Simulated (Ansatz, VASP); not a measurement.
**One calculation of MgS, two programs**

```
Mg S
1.0
     0.00000    2.83088    2.68509
     2.83088    0.00000    2.68509
     2.83088    2.83088    0.00000
Mg S
1 1
Cartesian
  0.0000 0.0000 0.0000
  1.4154 1.4154 1.3425
```

Change from the starting cell: uniaxial_z strain -5.2%.

Alike in both runs: task single point; functional HSE06; k mesh 6 × 6 × 6; no spin polarisation.

|  | VASP | Ansatz |
| --- | --- | --- |
| version | VASP 6.6.1 | Ansatz 0.2.0 |
| potentials or method | VASP PAW PBE potentials, release 64 (Mg, S) | plane waves, PAW |
| plane-wave cutoff (eV) | 520 | 420 |
| occupations | gaussian, width 0.01 eV | fixed |
| valence electrons in the cell | 8 | 16 |

```csv
,VASP,Ansatz,Ansatz less VASP
gap on the k mesh at the Fermi level (eV),4.65,4.66,+0.007
pressure (GPa),3.3,3.4,+0.17
"traceless stress, the component that is largest in VASP (GPa)",0.54,0.53,-0.011
```

VASP's potentials hold 8 valence electrons a cell and Ansatz's 16, so a difference there can come from the potentials and not from the codes. Ansatz's warnings: stress exchange threshold loose, stress scf threshold loose.
